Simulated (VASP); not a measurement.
# Co (P6_3/mmc) in VASP: further runs

Runs on Co. Level: PBE. Tasks: single point.

All numbers are computed with VASP 6.6.1; they aren't measurements. Logs are shortened: lines on timing, memory, paths and dates and some standing lists are left out, and cuts for length are marked.

## 1. The cell of the first run

Symmetry: P6_3/mmc, No. 194, hexagonal system. Conventional cell: a = 2.458 Å, b = 2.458 Å, c = 3.961 Å, α = 90.00°, β = 90.00°, γ = 120.00°. Within 3.2 Å of Co (site symmetry -6m2) lie 12 Co at 2.44 to 2.46 Å.

## 2. Single point, PBE

Input file INCAR:

```
SYSTEM = Co
PREC = Accurate ; ENCUT = 520
EDIFF = 1E-7 ; ISMEAR = 0
SIGMA = 0.01 ; LREAL = .False.
LASPH = .True. ; NELM = 100
ALGO = Normal ; ISIF = 2
LWAVE = .False. ; LCHARG = .False.
GGA = PE ; NBANDS = 16
```

Input file KPOINTS:

```
regular mesh
0
Gamma
  15 15 8
  0 0 0
```

Input file POSCAR:

```
Co
1.0
    2.4583936733      0.0000000000      0.0000000000
   -1.2291968366      2.1290313736      0.0000000000
    0.0000000000      0.0000000000      3.9606917934
Co
2
Direct
    0.3333333333      0.6666666667      0.2500000000
    0.6666666667      0.3333333333      0.7500000000
```

Potentials or basis: VASP PAW PBE potentials, release 64 (Co).

Launch:

```sh
cat potpaw_PBE.64/Co/POTCAR > POTCAR
mpirun -np 1 vasp_std > vasp.out
```

OUTCAR:

```text
SYSTEM = Co
   PREC = Accurate
   ENCUT = 520
   EDIFF = 1E-7
   ISMEAR = 0
   LREAL = .False.
   LASPH = .True.
   NELM = 100
   ISIF = 2
   GGA = PE

 ion  position               nearest neighbor table
   1  0.333  0.667  0.250-   2 2.44   2 2.44   2 2.44   2 2.44   2 2.44   2 2.44
   2  0.667  0.333  0.750-   1 2.44   1 2.44   1 2.44   1 2.44   1 2.44   1 2.44

  LATTYP: Found a hexagonal cell.
 ALAT       =     2.4583936733
 C/A-ratio  =     1.6110893208

  Lattice vectors:

 A1 = (   2.4583936733,   0.0000000000,   0.0000000000)
 A2 = (  -1.2291968366,   2.1290313736,   0.0000000000)
 A3 = (   0.0000000000,   0.0000000000,   3.9606917934)

Analysis of symmetry for initial positions (statically):
=====================================================================
 Subroutine PRICEL returns:
 Original cell was already a primitive cell.

 Routine SETGRP: Setting up the symmetry group for a
 hexagonal supercell.

 Subroutine GETGRP returns: Found 24 space group operations
 (whereof 12 operations were pure point group operations)
 out of a pool of 24 trial point group operations.

The static configuration has the point symmetry D_3d.
 The point group associated with its full space group is D_6h.

Analysis of symmetry for dynamics (positions and initial velocities):
=====================================================================
 Subroutine PRICEL returns:
 Original cell was already a primitive cell.

 Routine SETGRP: Setting up the symmetry group for a
 hexagonal supercell.

 Subroutine GETGRP returns: Found 24 space group operations
 (whereof 12 operations were pure point group operations)
 out of a pool of 24 trial point group operations.

The dynamic configuration has the point symmetry D_3d.
 The point group associated with its full space group is D_6h.

 Subroutine INISYM returns: Found 24 space group operations
 (whereof 12 operations are pure point group operations),
 and found     1 'primitive' translations

----------------------------------------------------------------------------------------

                                     Primitive cell

  volume of cell :      20.7302

  direct lattice vectors                    reciprocal lattice vectors
     2.458393673  0.000000000  0.000000000     0.406769677  0.234848582  0.000000000
    -1.229196837  2.129031374  0.000000000     0.000000000  0.469697165  0.000000000
     0.000000000  0.000000000  3.960691793     0.000000000  0.000000000  0.252481145

  length of vectors
     2.458393673  2.458393673  3.960691793     0.469697165  0.469697165  0.252481145

[... 75 lines left out ...]
   LNONCOLLINEAR =      F non collinear calculations
   LSORBIT =      F    spin-orbit coupling
   LASPH  =      T    aspherical Exc in radial PAW
   ENCUT  =  520.0 eV  38.22 Ry    6.18 a.u.   4.57  4.57  7.36*2*pi/ulx,y,z
   NELM   =    100;   NELMIN=  2; NELMDL= -5     # of ELM steps
   EDIFF  = 0.1E-06   stopping-criterion for ELM
   LREAL  =      F    real-space projection
   EDIFFG = 0.1E-05   stopping-criterion for IOM
   NSW    =      0    number of steps for IOM
   IBRION =     -1    ionic relax: 0-MD 1-quasi-New 2-CG
   NFREE  =      0    steps in history (QN), initial steepest desc. (CG)
   ISIF   =      2    stress and relaxation
   ISYM   =      2    0-nonsym 1-usesym 2-fastsym
   POTIM  = 0.5000    time-step for ionic-motion
   TEBEG  =    0.0;   TEEND  =   0.0 temperature during run
   PSTRESS=    0.0 pullay stress
   NELECT =      18.0000    total number of electrons
   NUPDOWN=      -1.0000    fix difference up-down
   EMIN   =  10.00;   EMAX   =-10.00  energy-range for DOS
   EFERMI =   0.00;   METHOD = LEGACY
   ISMEAR =     0;   SIGMA  =   0.01  broadening in eV -4-tet -1-fermi 0-gaus
   EFERMI_NEDOS =   21; number of points for ismear=-14 and -15
   IALGO  =     38    algorithm
   IMIX   =      4    mixing-type and parameters
     AMIX     =   0.40;   BMIX     =  1.00
     AMIX_MAG =   1.60;   BMIX_MAG =  1.00
  volume/ion in A,a.u.               =      10.37        69.95
  Fermi-wavevector in a.u.,A,eV,Ry     =   1.561819  2.951411 33.188418  2.439280
  Thomas-Fermi vector in A             =   2.664829
   LORBIT       =      0    0 simple, 1 ext, 2 COOP (PROOUT), +10 PAW based schemes
   GGA     = PE    functional components
   LHFCALC =     F    Hartree Fock is set to
   AEXX    =    0.0000 exact exchange contribution
   IVDW    =     0    specifies the selected vdW correction
   LEPSILON=     F    determine dielectric tensor
   LRPA    =     F    only Hartree local field effects (RPA)
 non-spin polarized calculation
 Gauss-broadening in eV      SIGMA  =   0.01
  energy-cutoff  :      520.00
  volume of cell :       20.73
 maximum number of plane-waves:       578
   NGX =  9   NGY =  9   NGZ = 15

 number of electron      17.9999974 magnetization

 Free energy of the ion-electron system (eV)
  ---------------------------------------------------
  ext. energy  EPLUGINS =         0.00000000
  ---------------------------------------------------
  free energy    TOTEN  =       -13.63923165 eV

  energy without entropy =      -13.63893738  energy(sigma->0) =      -13.63908452

 E-fermi :  10.8592     XC(G=0): -13.6930

 val. band max:       10.8536512258   @ k =   0.3333   0.3333   0.1250
 cond. band min:      10.8614737738   @ k =   0.2000   0.0667   0.3750
 fundamental gap:      0.0078225480
 Fermi energy:        10.8591691225

 k-point     1 :       0.0000    0.0000    0.0000
  band No.  band energies     occupation
      1       1.7293      2.00000
      2       5.9834      2.00000
      3       8.9453      2.00000
      4       8.9779      2.00000
      5       8.9779      2.00000
      6       9.3425      2.00000
[... 433 lines left out ...]
      3       7.0088      2.00000
      4       7.9495      2.00000
      5       8.5949      2.00000
      6       8.8308      2.00000
[... 8 lines left out ...]
     15      22.8606      0.00000
     16      24.8154      0.00000

 [... further k-points ...]
[... 5 lines left out ...]
  --------------------------------------------------------------------------------------
  -------------------------------------------------------------------------------------
  Total       -0.2345468     -0.2345468     -0.2524774     -0.0000000      0.0000000      0.0000000
  in kB      -18.1273978    -18.1273978    -19.5131997     -0.0000000      0.0000000      0.0000000
  external PRESSURE =     -18.5893318 kB  Pullay stress =       0.0000000 kB

 VOLUME and BASIS-vectors are now :
 -----------------------------------------------------------------------------
  energy-cutoff  :      520.00
  volume of cell :       20.73
      direct lattice vectors                 reciprocal lattice vectors
     2.458393673  0.000000000  0.000000000     0.406769677  0.234848582  0.000000000
    -1.229196837  2.129031374  0.000000000     0.000000000  0.469697165  0.000000000
     0.000000000  0.000000000  3.960691793     0.000000000  0.000000000  0.252481145

 POSITION                                       TOTAL-FORCE (eV/Angst)
 -----------------------------------------------------------------------------------
     -0.00000      1.41935      0.99017        -0.000000     -0.000000      0.000000
      1.22920      0.70968      2.97052         0.000000      0.000000      0.000000
 -----------------------------------------------------------------------------------
    total drift:                               -0.000000     -0.000000     -0.000000

  FREE ENERGIE OF THE ION-ELECTRON SYSTEM (eV)
  ---------------------------------------------------
  free  energy   TOTEN  =       -13.6392316457 eV

  energy  without entropy=      -13.6389373848  energy(sigma->0) =      -13.63908452
```

stdout:

```text
POSCAR found type information on POSCAR Co
 POSCAR found :  1 types and       2 ions
 scaLAPACK will be used
 LDA part: xc-table for (Slater+PW92), standard interpolation
 POSCAR, INCAR and KPOINTS ok, starting setup
 FFT: planning ... GRIDC
 FFT: planning ... GRID_SOFT
 FFT: planning ... GRID
 WAVECAR not read
 entering main loop
```

It took 66 s on 1 thread of Intel Xeon 8259CL, shared host; peak memory 0.15 GiB.

Results:

| Property | Result |
| --- | --- |
| Free energy | -13.6392 eV |
| Pressure | -1.9 GPa |
| Band gap on the k mesh | zero (band 9 reaches 11.21 eV, above the bottom of band 10 at 9.66 eV) |

Levels at points of the mesh, in eV from the Fermi level:
| k point | band 5 | band 6 | band 7 | band 8 | band 9 | band 10 | band 11 | band 12 | band 13 | band 14 |
| --- | --- | --- | --- | --- | --- | --- | --- | --- | --- | --- |
| (0.00, 0.00, 0.00) | -1.88 | -1.52 | -1.52 | -1.16 | -1.16 | -0.04 | 0.09 | 0.09 | 7.30 | 22.24 |
| (0.00, 0.00, 0.50) | -1.96 | -1.96 | -1.96 | -1.96 | -0.25 | -0.25 | -0.25 | -0.25 | 15.87 | 15.87 |

Caveat: the run has no spin polarisation, though such a crystal can be magnetic.

## 3. Single point, PBE

Input file INCAR:

```
PREC = Accurate
ENCUT = 520
EDIFF = 1E-7
ISMEAR = 0
SIGMA = 0.03
LREAL = F
LASPH = T
NELM = 100
ALGO = Normal
ISIF = 2
LWAVE = F
LCHARG = T
GGA = PE
LELF = T
LVHAR = T
NBANDS = 16
```

Input file KPOINTS:

```
regular mesh
0
Gamma
  15 15 8
```

POSCAR is that of step 2.

Potentials or basis: VASP PAW PBE potentials, release 64 (Co).

Launch:

```sh
cat potpaw_PBE.64/Co/POTCAR > POTCAR
mpirun -np 1 vasp_std > vasp.out
```

Wall time 76 s (1 thread of Intel Xeon 8259CL, shared host); peak memory 0.16 GiB.

It converged, with:

* Free energy: -13.6404 eV
* Pressure: -1.9 GPa
* Band gap on the k mesh: zero (band 9 reaches 11.21 eV, above the bottom of band 10 at 9.67 eV)

Stress tensor (GPa, compression positive):
```
-1.83  0.00  0.00
 0.00 -1.83  0.00
 0.00  0.00 -1.94
```

Levels at points of the mesh, in eV from the Fermi level:
```csv
k point,band 5,band 6,band 7,band 8,band 9,band 10,band 11,band 12,band 13,band 14
"(0.00, 0.00, 0.00)",-1.89,-1.52,-1.52,-1.16,-1.16,-0.04,0.09,0.09,7.29,22.24
"(0.00, 0.00, 0.50)",-1.96,-1.96,-1.96,-1.96,-0.25,-0.25,-0.25,-0.25,15.87,15.87
```

Caveat: the run has no spin polarisation, though such a crystal can be magnetic. Spin polarisation is off, so any magnetic state and its effect on volume and gap are missing.

[end of part 1 of 2]
